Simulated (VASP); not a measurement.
# NbTe (P-6m2) in VASP: a series of runs, part 2 of 2

VASP 6.6.1. The steps go on from the part before.

### 5 Single point, BLYP

This run uses another cell than the first one, of 24.57 Å³/atom, 1.120 times its volume.

INCAR reads:

```
  PREC = Accurate
  ENCUT = 520
  EDIFF = 1E-7
  ISMEAR = 0
  SIGMA = 0.1
  LREAL = False
  LASPH = True
  NELM = 60
  ALGO = Normal
  ISIF = 2
  LWAVE = False
  LCHARG = False
  GGA = B5
  ALDAX = 1.0
  AGGAX = 1.0
  AGGAC = 1.0
  ALDAC = 0.0
  NBANDS = 16
  ISYM = 0
```

KPOINTS reads:

```
Automatic mesh
0
Gamma
  5 2 2
```

POSCAR reads:

```
NbTe
1.0
    3.8455345324      0.0000000000      0.0000000000
   -1.9227672662      3.3303305962      0.0000000000
    0.0000000000      0.0000000000      3.8364337657
Nb Te
1 1
Direct
    0.0000000000      0.0000000000      0.5000000000
    0.6666666667      0.3333333333      0.0000000000
```

Potentials or basis: VASP PAW PBE potentials, release 64 (Nb_sv, Te).

Command:

```bash
cat potpaw_PBE.64/Nb_sv/POTCAR potpaw_PBE.64/Te/POTCAR > POTCAR
mpirun -np 1 vasp_std > vasp.out
```

OUTCAR:

```text
PREC = Accurate
   ENCUT = 520
   EDIFF = 1E-7
   ISMEAR = 0
   LREAL = False
   LASPH = True
   NELM = 60
   ISIF = 2
   GGA = B5
   ISYM = 0

 ion  position               nearest neighbor table
   1  0.000  0.000  0.500-   2 2.93   2 2.93   2 2.93   2 2.93   2 2.93   2 2.93
   2  0.667  0.333  0.000-   1 2.93   1 2.93   1 2.93   1 2.93   1 2.93   1 2.93

IMPORTANT INFORMATION: All symmetrisations will be switched off!
NOSYMM: (Re-)initialisation of all symmetry stuff for point group C_1.

----------------------------------------------------------------------------------------

                                     Primitive cell

  volume of cell :      49.1328

  direct lattice vectors                    reciprocal lattice vectors
     3.845534532  0.000000000  0.000000000     0.260041872  0.150135245  0.000000000
    -1.922767266  3.330330596  0.000000000     0.000000000  0.300270490  0.000000000
     0.000000000  0.000000000  3.836433766     0.000000000  0.000000000  0.260658742

  length of vectors
     3.845534532  3.845534532  3.836433766     0.300270490  0.300270490  0.260658742

  position of ions in fractional coordinates (direct lattice)
     0.000000000  0.000000000  0.500000000
     0.666666667  0.333333333  0.000000000

  ion indices of the primitive-cell ions
   primitive index   ion index
                 1           1
                 2           2

----------------------------------------------------------------------------------------

 KPOINTS: Automatic mesh

Automatic generation of k-mesh.
 Grid dimensions read from file:
 generate k-points for:    5    2    2

 Generating k-lattice:

  Cartesian coordinates                     Fractional coordinates (reciprocal lattice)
     0.052008374  0.030027049  0.000000000     0.200000000  0.000000000  0.000000000
     0.000000000  0.150135245  0.000000000     0.000000000  0.500000000  0.000000000
     0.000000000  0.000000000  0.130329371     0.000000000  0.000000000  0.500000000

  Length of vectors
     0.060054098  0.150135245  0.130329371
[... 83 lines left out ...]
     AMIX_MAG =   1.60;   BMIX_MAG =  1.00
  volume/ion in A,a.u.               =      24.57       165.78
  Fermi-wavevector in a.u.,A,eV,Ry     =   1.192712  2.253898 19.355117  1.422561
  Thomas-Fermi vector in A             =   2.328743
   LORBIT       =      0    0 simple, 1 ext, 2 COOP (PROOUT), +10 PAW based schemes
   GGA     = B5    functional components
   LHFCALC =     F    Hartree Fock is set to
   AEXX    =    0.0000 exact exchange contribution
   IVDW    =     0    specifies the selected vdW correction
   LEPSILON=     F    determine dielectric tensor
   LRPA    =     F    only Hartree local field effects (RPA)
 non-spin polarized calculation
 Gauss-broadening in eV      SIGMA  =   0.10
  energy-cutoff  :      520.00
  volume of cell :       49.13
 maximum number of plane-waves:      1330
 NGX is ok and might be reduce to    30
   NGX = 15   NGY = 15   NGZ = 15

 number of electron      19.0000000 magnetization

 Free energy of the ion-electron system (eV)
  ---------------------------------------------------
  ext. energy  EPLUGINS =         0.00000000
  ---------------------------------------------------
  free energy    TOTEN  =       -11.22555429 eV

  energy without entropy =      -11.21717361  energy(sigma->0) =      -11.22136395

 E-fermi :   9.8213     XC(G=0): -10.0772

 val. band max:        9.7479395634   @ k =   0.0000   0.5000   0.0000
 cond. band min:       9.8854646485   @ k =   0.2000   0.0000   0.0000
 fundamental gap:      0.1375250850
 Fermi energy:         9.8212606313

 k-point     1 :       0.0000    0.0000    0.0000
  band No.  band energies     occupation
      1     -45.6756      2.00000
      2     -21.9217      2.00000
      3     -21.8036      2.00000
      4     -21.7425      2.00000
      5      -3.5335      2.00000
      6       7.0847      2.00000
[... 205 lines left out ...]
      3     -21.8602      2.00000
      4     -21.7648      2.00000
      5      -1.9106      2.00000
      6       4.6300      2.00000
[... 8 lines left out ...]
     15      15.2148      0.00000
     16      15.3039      0.00000

------------------------ aborting loop because EDIFF is reached ----------------------------------------

  FORCE on cell =-STRESS in cart. coord.  units (eV):
  Direction    XX          YY          ZZ          XY          YZ          ZX
  --------------------------------------------------------------------------------------
  -------------------------------------------------------------------------------------
  Total       -1.4423784     -1.2267385     -1.0285830     -0.1903330      0.0000020     -0.0000010
  in kB      -47.0346603    -40.0028381    -33.5411650     -6.2065886      0.0000637     -0.0000340
  external PRESSURE =     -40.1928878 kB  Pullay stress =       0.0000000 kB

 VOLUME and BASIS-vectors are now :
 -----------------------------------------------------------------------------
  energy-cutoff  :      520.00
  volume of cell :       49.13
      direct lattice vectors                 reciprocal lattice vectors
     3.845534532  0.000000000  0.000000000     0.260041872  0.150135245  0.000000000
    -1.922767266  3.330330596  0.000000000     0.000000000  0.300270490  0.000000000
     0.000000000  0.000000000  3.836433766     0.000000000  0.000000000  0.260658742

 POSITION                                       TOTAL-FORCE (eV/Angst)
 -----------------------------------------------------------------------------------
      0.00000      0.00000      1.91822         0.199686      0.119730     -0.000001
      1.92277      1.11011      0.00000        -0.199686     -0.119730      0.000001
 -----------------------------------------------------------------------------------
    total drift:                               -0.000075     -0.000060     -0.000002

  FREE ENERGIE OF THE ION-ELECTRON SYSTEM (eV)
  ---------------------------------------------------
  free  energy   TOTEN  =       -11.2255542889 eV

  energy  without entropy=      -11.2171736052  energy(sigma->0) =      -11.22136395
```

It took 22 s on 1 thread of Intel Xeon 6975P-C, shared host; peak memory 0.17 GiB.

What came out:

| Item | Value |
| --- | --- |
| Free energy | -11.2256 eV |
| Pressure | -4.0 GPa |
| Largest force | 0.233 eV/Å |

Forces on the atoms (eV/Å):
```
Nb   0.200  0.120  0.000
Te  -0.200 -0.120  0.000
```

Caveat: the k points lie up to 0.94 Å⁻¹ apart; the PAW data sets were made with another functional, which shifts forces and pressure a little; spin-orbit coupling is left out, which moves the levels of the heavy elements.

### 6 Summary

```csv
level,U,cell,k mesh,smearing,gap on the mesh (eV),pressure (GPa),largest force (eV/Å)
PBE+U,Nb d U = 1.9 eV,"a = 3.703, b = 3.703, c = 3.694 Å, angles 90.0, 90.0, 120.0°, 2 atoms",6 × 6 × 4,methfessel-paxton 0.087 eV,none,0.7,-
PBE,-,"a = 3.703, b = 3.703, c = 3.694 Å, angles 90.0, 90.0, 120.0°, 2 atoms",1 × 5 × 2,gaussian 0.1 eV,none,4.5,0.24
PBE+U,Nb d U = 2.3 eV,"a = 3.691, b = 3.691, c = 3.682 Å, angles 90.0, 90.0, 120.0°, 2 atoms",2 × 2 × 2,fermi-dirac 0.012 eV,none,5.0,-
BLYP,-,"a = 3.846, b = 3.846, c = 3.836 Å, angles 90.0, 90.0, 120.0°, 2 atoms",5 × 2 × 2,gaussian 0.1 eV,none,-4.0,0.23
```

Alike in all rows: task single point; potentials or basis VASP PAW PBE potentials, release 64 (Nb_sv, Te); no spin polarisation; cutoff (eV) 520.

Caveats: all runs use coarse meshes; spin-orbit coupling is left out, which moves the levels of the heavy elements; U without spin polarisation on a metal has little footing (some runs); the U is typed as a test and isn't derived for this compound (some runs); the PAW data sets were made with another functional, which shifts forces and pressure a little (some runs).

Absolute energies hang on the potentials; compare differences alone.
